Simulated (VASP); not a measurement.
SiNi, 8 atoms in the cell. It takes space group Pnma (No. 62, orthorhombic). Conventional cell: a = 5.212 Å, b = 3.416 Å, c = 5.711 Å, α = 90.00°, β = 90.00°, γ = 90.00°. Within 3.1 Å of Si (site symmetry m) lie 6 Ni at 2.31 to 2.44 Å and 2 Si at 2.71 Å. Ni (site symmetry m) has 6 Si at 2.31 to 2.44 Å and 4 Ni at 2.69 to 2.77 Å within 3.1 Å. 

| Quantity | Value |
| --- | --- |
| Program | VASP 6.6.1 |
| Task | single point |
| Functional | PBE |
| Potentials or basis | VASP PAW PBE potentials, release 64 (Si, Ni) |
| Cutoff | 520 eV |
| k mesh | 8 × 10 × 6 |
| Occupations | gaussian, width 0.05 eV |
| Spin | no spin polarisation |
| Dipole correction | no |
| Further INCAR settings | ALGO = Fast; EDIFF = 1e-07; NBANDS = 38 |

Potentials or basis: VASP PAW PBE potentials, release 64 (Si, Ni).

The run is started by

```bash
$ cat potpaw_PBE.64/Si/POTCAR potpaw_PBE.64/Ni/POTCAR > POTCAR
$ mpirun -np 1 vasp_std > vasp.out
```

Hardware: 1 thread of Oxide Virtual Turin-like Processor (shared host).

Task: How long does it take, and how much memory?

Result: It took 11 min on 1 thread of Oxide Virtual Turin-like Processor (shared host), peak memory 0.42 GiB. Counts: scf iterations 23, k points 120.
